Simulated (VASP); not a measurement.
Set up this calculation in VASP 6.6.1, as the native input.

```yaml
Task: single point
Functional: LDA
Potentials_or_basis: VASP PAW LDA potentials, release 64 (N)
Cutoff: 600 eV
k_mesh: 22 × 22 × 22
Occupations: gaussian, width 0.1 eV
Spin: no spin polarisation
Dipole_correction: no
Further_INCAR_settings: ALGO = Normal; EDIFF = 1e-06; NBANDS = 8
```

The structure of N lies in POSCAR:

```
N
1.0
    0.0000000000      1.5186769973      1.5186769973
    1.5186769973      0.0000000000      1.5186769973
    1.5186769973      1.5186769973      0.0000000000
N
1
Direct
    0.0000000000      0.0000000000      0.0000000000
```

This cell differs from its parent crystal: functional LDA, strained.

These files were run (other wordings do the same):

INCAR

```
ALGO = Normal
EDIFF = 1E-6
ENCUT = 600
GGA_COMPAT = False
ISIF = 2
ISMEAR = 0
LASPH = True
LCHARG = True
LELF = True
LREAL = False
LVHAR = True
LWAVE = False
NBANDS = 8
NELM = 120
PREC = Accurate
SIGMA = 0.1
```

KPOINTS

```
k-points
0
Gamma
  22 22 22
```

Potentials or basis: VASP PAW LDA potentials, release 64 (N).

The run is started by

```bash
$ cat potpaw_LDA.64/N/POTCAR > POTCAR
$ mpirun -np 1 vasp_std > vasp.out
```

Results of the run:

```json
{
  "Pressure": "2.2 GPa"
}
```

Caveat: the cell differs from its parent crystal (functional LDA, strained).

Run time: 9.3 s on 1 thread of Intel(R) Xeon(R) Platinum 8559C (Emerald Rapids) (shared host), peak memory 0.12 GiB.
